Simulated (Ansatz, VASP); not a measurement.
## One calculation of PbS, two programs

INCAR

```
PREC = Accurate
ENCUT = 500
EDIFF = 1E-6
ISMEAR = 0
SIGMA = 0.02
LREAL = False
LASPH = True
NELM = 120
ALGO = Normal
ISIF = 2
LWAVE = False
LCHARG = False
GGA = PS
NBANDS = 17
GGA_COMPAT = False
```

Contents of KPOINTS:

```
regular mesh
0
Gamma
  6 6 6
```

File POSCAR:

```
PbS
1.0
    4.0897000000      0.0000000000      0.0000000000
   -2.0448500000      3.5417800000      0.0000000000
    0.0000000000      0.0000000000      3.6745249000
Pb S
1 1
Direct
    0.0000000000      0.0000000000      0.0000000000
    0.6666666667      0.3333333333      0.5000000000
```

Input for Ansatz:

```yaml
crystal:
  lattice:
    - [4.0897, 0.0, 0.0]
    - [-2.04485, 3.54178, 0.0]
    - [0.0, 0.0, 3.6745248999999998]
  atoms:
    - { symbol: Pb, position: [0.0, 0.0, 0.0] }
    - { symbol: S, position: [0.6666666666666666, 0.3333333333333333, 0.5] }
basis:
  ecutwfc: 571.4391111657479
kpoints:
  mp_grid:
    grid: [6, 6, 6]
hamiltonian:
  xc: pbesol
scf:
  occupations:
    method: gaussian
    width: 0.02
output:
  stress: true
```

Alike in both runs: task single point; functional PBEsol; k mesh 6 × 6 × 6; occupations gaussian, width 0.02 eV; no spin polarisation.

|  | VASP | Ansatz |
| --- | --- | --- |
| version | VASP 6.6.1 | Ansatz 0.2.0 |
| potentials or method | VASP PAW PBE potentials, release 64 (Pb_d, S), cutoff 500 eV | plane waves, PAW |
| valence electrons in the cell | 20 | 20 |

Ansatz gave:

- pressure (GPa): -1.1
- traceless stress, the component that is largest in VASP (GPa): 1.71

Q: What did VASP give for the same quantities?

A: Pressure (GPa): -1.1; traceless stress, the component that is largest in VASP (GPa): 1.72.

VASP's potentials were made for PBE, not for PBEsol. Ansatz's warnings: structure snapped to symmetry.

Spin-orbit coupling is off throughout.
